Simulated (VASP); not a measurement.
# LiSe2 (R-3m) in VASP: single point with PBE+D3(BJ)

Aim: the single point of LiSe2 with PBE+D3(BJ).

All numbers are computed with VASP 6.6.1; they aren't measurements. Logs are shortened: lines on timing, memory, paths and dates and some standing lists are left out, and cuts for length are marked.

### 1 The cell of the first run

Symmetry: R-3m, No. 166, trigonal system. The conventional cell has a = 3.736 Å, b = 3.736 Å, c = 18.011 Å, α = 90.00°, β = 90.00°, γ = 120.00°. Li (site symmetry -3m) has 6 Se at 2.65 Å within 3.5 Å. Se (site symmetry 3m) has 3 Li at 2.65 Å within 3.5 Å.

### 2 Single point, PBE+D3(BJ)

INCAR reads:

```
PREC = Accurate
ENCUT = 520
EDIFF = 1E-6
ISMEAR = 0
SIGMA = 0.1
LREAL = F
LASPH = T
NELM = 100
ALGO = Normal
ISIF = 2
LWAVE = F
LCHARG = T
GGA = PE
IVDW = 12
LELF = T
LVHAR = T
NBANDS = 14
```

KPOINTS reads:

```
Automatic mesh
0
Gamma
  6 6 6
```

POSCAR reads:

```
LiSe2
1.0
    1.8682500000      1.0786346400      6.0037569900
   -1.8682500000      1.0786346400      6.0037569900
    0.0000000000     -2.1572692800      6.0037569900
Li Se
1 2
Direct
    0.5000000000      0.5000000000      0.5000000000
    0.7478838000      0.7478838000      0.7478838000
    0.2521162000      0.2521162000      0.2521162000
```

Potentials or basis: VASP PAW PBE potentials, release 64 (Li_sv, Se).

The run is started by

```sh
> cat potpaw_PBE.64/Li_sv/POTCAR potpaw_PBE.64/Se/POTCAR > POTCAR
> mpirun -np 1 vasp_std > vasp.out
```

OUTCAR:

```text
PREC = Accurate
   ENCUT = 520
   EDIFF = 1E-6
   ISMEAR = 0
   LREAL = F
   LASPH = T
   NELM = 100
   ISIF = 2
   GGA = PE
   IVDW = 12
 IVDW          = 12

 ion  position               nearest neighbor table
   1  0.500  0.500  0.500-   3 2.65   2 2.65   3 2.65   3 2.65   2 2.65   2 2.65
   2  0.748  0.748  0.748-   1 2.65   1 2.65   1 2.65
   3  0.252  0.252  0.252-   1 2.65   1 2.65   1 2.65

  LATTYP: Found a trigonal (rhomboedric) cell.
 ALAT       =     6.3795696363
 COS(alpha) =     0.8284790345

  Lattice vectors:

 A1 = (   1.8682500000,   1.0786346400,   6.0037569900)
 A2 = (  -1.8682500000,   1.0786346400,   6.0037569900)
 A3 = (   0.0000000000,  -2.1572692800,   6.0037569900)

Analysis of symmetry for initial positions (statically):
=====================================================================
 Subroutine PRICEL returns:
 Original cell was already a primitive cell.

 Routine SETGRP: Setting up the symmetry group for a
 trigonal (rhombohedral) supercell.

 Subroutine GETGRP returns: Found 12 space group operations
 (whereof 12 operations were pure point group operations)
 out of a pool of 12 trial point group operations.

The static configuration has the point symmetry D_3d.

Analysis of symmetry for dynamics (positions and initial velocities):
=====================================================================
 Subroutine PRICEL returns:
 Original cell was already a primitive cell.

 Routine SETGRP: Setting up the symmetry group for a
 trigonal (rhombohedral) supercell.

 Subroutine GETGRP returns: Found 12 space group operations
 (whereof 12 operations were pure point group operations)
 out of a pool of 12 trial point group operations.

The dynamic configuration has the point symmetry D_3d.

 Subroutine INISYM returns: Found 12 space group operations
 (whereof 12 operations are pure point group operations),
 and found     1 'primitive' translations

----------------------------------------------------------------------------------------

                                     Primitive cell

  volume of cell :      72.5912

  direct lattice vectors                    reciprocal lattice vectors
     1.868250000  1.078634640  6.003756990     0.267630135  0.154516331  0.055520790
    -1.868250000  1.078634640  6.003756990    -0.267630135  0.154516331  0.055520790
     0.000000000 -2.157269280  6.003756990     0.000000000 -0.309032661  0.055520790

  length of vectors
     6.379569636  6.379569636  6.379569636     0.313980483  0.313980483  0.313980483

  position of ions in fractional coordinates (direct lattice)
     0.500000000  0.500000000  0.500000000
     0.747883800  0.747883800  0.747883800
     0.252116200  0.252116200  0.252116200

  ion indices of the primitive-cell ions
   primitive index   ion index
                 1           1
                 2           2
                 3           3

----------------------------------------------------------------------------------------

 KPOINTS: Automatic mesh

Automatic generation of k-mesh.
 Grid dimensions read from file:
 generate k-points for:    6    6    6

 Generating k-lattice:

  Cartesian coordinates                     Fractional coordinates (reciprocal lattice)
     0.044605023  0.025752722  0.009253465     0.166666667  0.000000000  0.000000000
    -0.044605023  0.025752722  0.009253465     0.000000000  0.166666667  0.000000000
     0.000000000 -0.051505444  0.009253465     0.000000000  0.000000000  0.166666667

  Length of vectors
     0.052330081  0.052330081  0.052330081

  Shift w.r.t. Gamma in fractional coordinates (k-lattice)
     0.000000000  0.000000000  0.000000000

 Subroutine IBZKPT returns following result:
 ===========================================

 Found     32 irreducible k-points:

 Following reciprocal coordinates:
            Coordinates               Weight
  0.000000  0.000000  0.000000      1.000000
  0.166667  0.000000  0.000000      6.000000
  0.333333  0.000000  0.000000      6.000000
  0.500000  0.000000  0.000000      3.000000
  0.166667  0.166667  0.000000      6.000000
  0.333333  0.166667  0.000000     12.000000
[... 16 lines left out ...]
  0.500000  0.500000  0.166667      6.000000
 -0.333333  0.500000  0.166667     12.000000
 [... further k-points ...]
   k-points           NKPTS =     32   k-points in BZ     NKDIM =     32   number of bands    NBANDS=     14
   number of dos      NEDOS =    301   number of ions     NIONS =      3
   total plane-waves  NPLWV = 110592
   dimension x,y,z NGX =    48 NGY =   48 NGZ =   48
   dimension x,y,z NGXF=    96 NGYF=   96 NGZF=   96
   ions per type =               1   2
   NGX,Y,Z   is equivalent  to a cutoff of  12.51, 12.51, 12.51 a.u.
   NGXF,Y,Z  is equivalent  to a cutoff of  25.02, 25.02, 25.02 a.u.
 SYSTEM =  unknown system
   PREC   = accura    normal or accurate (medium, high low for compatibility)
   ISTART =      0    job   : 0-new  1-cont  2-samecut
   ICHARG =      2    charge: 1-file 2-atom 10-const
   ISPIN  =      1    spin polarized calculation?
   LNONCOLLINEAR =      F non collinear calculations
   LSORBIT =      F    spin-orbit coupling
   LASPH  =      T    aspherical Exc in radial PAW
   ENCUT  =  520.0 eV  38.22 Ry    6.18 a.u.  11.86 11.86 11.86*2*pi/ulx,y,z
   NELM   =    100;   NELMIN=  2; NELMDL= -5     # of ELM steps
   EDIFF  = 0.1E-05   stopping-criterion for ELM
   LREAL  =      F    real-space projection
   EDIFFG = 0.1E-04   stopping-criterion for IOM
   NSW    =      0    number of steps for IOM
   IBRION =     -1    ionic relax: 0-MD 1-quasi-New 2-CG
   NFREE  =      0    steps in history (QN), initial steepest desc. (CG)
   ISIF   =      2    stress and relaxation
   ISYM   =      2    0-nonsym 1-usesym 2-fastsym
   POTIM  = 0.5000    time-step for ionic-motion
   TEBEG  =    0.0;   TEEND  =   0.0 temperature during run
   PSTRESS=    0.0 pullay stress
   NELECT =      15.0000    total number of electrons
   NUPDOWN=      -1.0000    fix difference up-down
   EMIN   =  10.00;   EMAX   =-10.00  energy-range for DOS
   EFERMI =   0.00;   METHOD = LEGACY
   ISMEAR =     0;   SIGMA  =   0.10  broadening in eV -4-tet -1-fermi 0-gaus
   EFERMI_NEDOS =   21; number of points for ismear=-14 and -15
   IALGO  =     38    algorithm
   IMIX   =      4    mixing-type and parameters
     AMIX     =   0.40;   BMIX     =  1.00
     AMIX_MAG =   1.60;   BMIX_MAG =  1.00
  volume/ion in A,a.u.               =      24.20       163.29
  Fermi-wavevector in a.u.,A,eV,Ry     =   0.967856  1.828982 12.745189  0.936745
  Thomas-Fermi vector in A             =   2.097777
   LORBIT       =      0    0 simple, 1 ext, 2 COOP (PROOUT), +10 PAW based schemes
   GGA     = PE    functional components
   LHFCALC =     F    Hartree Fock is set to
   AEXX    =    0.0000 exact exchange contribution
   IVDW    =    12    specifies the selected vdW correction
   LEPSILON=     F    determine dielectric tensor
   LRPA    =     F    only Hartree local field effects (RPA)
 non-spin polarized calculation
 Gauss-broadening in eV      SIGMA  =   0.10
  energy-cutoff  :      520.00
  volume of cell :       72.59
 maximum number of plane-waves:      1968
   NGX = 23   NGY = 23   NGZ = 23

 number of electron      15.0000005 magnetization

 Free energy of the ion-electron system (eV)
  ---------------------------------------------------
  ext. energy  EPLUGINS =         0.00000000
  ---------------------------------------------------
  free energy    TOTEN  =        -8.51421916 eV

  energy without entropy =       -8.49457834  energy(sigma->0) =       -8.50439875

 E-fermi :   0.9597     XC(G=0):  -8.6208

 val. band max:        0.9596392281   @ k =  -0.3333   0.5000   0.3333
 cond. band min:       0.9721893756   @ k =  -0.3333   0.3333   0.1667
 fundamental gap:      0.0125501475
 Fermi energy:         0.9596607378

 k-point     1 :       0.0000    0.0000    0.0000
  band No.  band energies     occupation
      1     -43.6527      2.00000
      2     -11.5775      2.00000
      3     -10.5882      2.00000
      4      -2.3221      2.00000
      5       1.4064      0.00000
      6       1.4064      0.00000
      7       1.8738      0.00000
      8       1.8738      0.00000
      9       1.9714      0.00000
     10       7.0149      0.00000
     11       7.1101      0.00000
     12       9.3029      0.00000
     13       9.3029      0.00000
     14      11.2707      0.00000

 k-point     2 :       0.1667    0.0000    0.0000
  band No.  band energies     occupation
      1     -43.6524      2.00000
      2     -11.3925      2.00000
      3     -10.4943      2.00000
      4      -2.0513      2.00000
      5       0.2624      2.00000
      6       0.7906      1.98320
      7       1.1706      0.00286
      8       1.6014      0.00000
      9       1.7621      0.00000
     10       7.8325      0.00000
     11       8.2291      0.00000
     12       9.3726      0.00000
     13       9.9014      0.00000
     14      10.2769      0.00000

 k-point     3 :       0.3333    0.0000    0.0000
  band No.  band energies     occupation
      1     -43.6517      2.00000
      2     -10.9278      2.00000
      3     -10.3492      2.00000
      4      -1.3058      2.00000
      5      -1.2446      2.00000
      6      -0.8499      2.00000
      7       0.7797      1.98906
      8       1.0242      0.36111
      9       1.1166      0.02650
     10       7.6511      0.00000
     11       8.6782      0.00000
     12       9.6183      0.00000
     13      10.3619      0.00000
     14      10.6276      0.00000
[... 324 lines left out ...]
 k-point    23 :       0.5000    0.5000    0.1667
  band No.  band energies     occupation
      1     -43.6517      2.00000
      2     -10.8060      2.00000
      3     -10.4882      2.00000
      4      -1.6961      2.00000
      5      -1.6467      2.00000
      6       0.3626      2.00000
      7       0.4257      2.00000
      8       1.1521      0.00650
      9       1.5926      0.00000
     10       7.3231      0.00000
     11       7.8861      0.00000
     12       8.1010      0.00000
     13       9.7362      0.00000
     14       9.9294      0.00000

 k-point    24 :      -0.3333    0.5000    0.1667
  band No.  band energies     occupation
      1     -43.6513      2.00000
      2     -10.5630      2.00000
      3     -10.3699      2.00000
      4      -2.0140      2.00000
      5      -1.8222      2.00000
      6      -0.2408      2.00000
      7       0.3821      2.00000
      8       0.6612      1.99998
      9       1.1635      0.00394
     10       7.3280      0.00000
     11       8.1664      0.00000
     12       8.7558      0.00000
     13       9.4255      0.00000
     14      10.4925      0.00000

 [... further k-points ...]

------------------------ aborting loop because EDIFF is reached ----------------------------------------

 Edisp (eV)   -0.81088

 E8    (eV) :    -0.3376

  FORCE on cell =-STRESS in cart. coord.  units (eV):
  Direction    XX          YY          ZZ          XY          YZ          ZX
  --------------------------------------------------------------------------------------
  -------------------------------------------------------------------------------------
  Total      -2.84457    -2.84457    -3.25443     0.00000     0.00000     0.00000
  in kB     -62.78329   -62.78329   -71.82942     0.00000     0.00000     0.00000
  external pressure =      -65.80 kB  Pullay stress =        0.00 kB

 VOLUME and BASIS-vectors are now :
 -----------------------------------------------------------------------------
  energy-cutoff  :      520.00
  volume of cell :       72.59
      direct lattice vectors                 reciprocal lattice vectors
     1.868250000  1.078634640  6.003756990     0.267630135  0.154516331  0.055520790
    -1.868250000  1.078634640  6.003756990    -0.267630135  0.154516331  0.055520790
     0.000000000 -2.157269280  6.003756990     0.000000000 -0.309032661  0.055520790

 POSITION                                       TOTAL-FORCE (eV/Angst)
 -----------------------------------------------------------------------------------
      0.00000      0.00000      9.00564        -0.000000     -0.000000     -0.000000
      0.00000      0.00000     13.47034         0.000000     -0.000000     -0.211649
      0.00000      0.00000      4.54093         0.000000      0.000000      0.211649
 -----------------------------------------------------------------------------------
    total drift:                                0.000000      0.000000     -0.000000

  FREE ENERGIE OF THE ION-ELECTRON SYSTEM (eV)
  ---------------------------------------------------
  free  energy   TOTEN  =        -9.3250944948 eV

  energy  without entropy=       -9.3054536772  energy(sigma->0) =       -9.31527409
```

Run time: 1.9 min. Hardware: 1 thread of Intel Xeon Platinum 8488C (Sapphire Rapids), shared host; peak memory 0.32 GiB.

Results:

| Property | Result |
| --- | --- |
| Free energy | -9.3251 eV |
| Largest force | 0.212 eV/Å |
| Dispersion energy per atom | -0.270 eV |

Forces on the atoms (eV/Å):
```
Li   0.000  0.000  0.000
Se   0.000  0.000 -0.212
Se   0.000  0.000  0.212
```

Levels at points of the mesh, in eV from the Fermi level:
```tsv
k point	band 3	band 4	band 5	band 6	band 7	band 8	band 9	band 10	band 11	band 12
(0.00, 0.00, 0.00)	-11.55	-3.28	0.45	0.45	0.91	0.91	1.01	6.06	6.15	8.34
(0.50, 0.00, 0.00)	-11.41	-2.77	-2.60	-1.24	-0.94	-0.34	-0.07	6.50	7.23	8.76
(0.50, 0.50, 0.00)	-11.22	-3.27	-3.15	-0.77	-0.66	0.52	0.55	5.96	6.18	6.54
(0.50, 0.50, 0.50)	-12.08	-1.49	-1.43	0.63	0.63	0.70	0.70	6.40	7.34	8.76
```

Caveat: the cutoff is under 1.25 times the usual one of these potentials, so pressure, stress and relaxed cells hold a basis-set (Pulay) error; pairwise dispersion overbinds metals, which lowers pressure and volume.
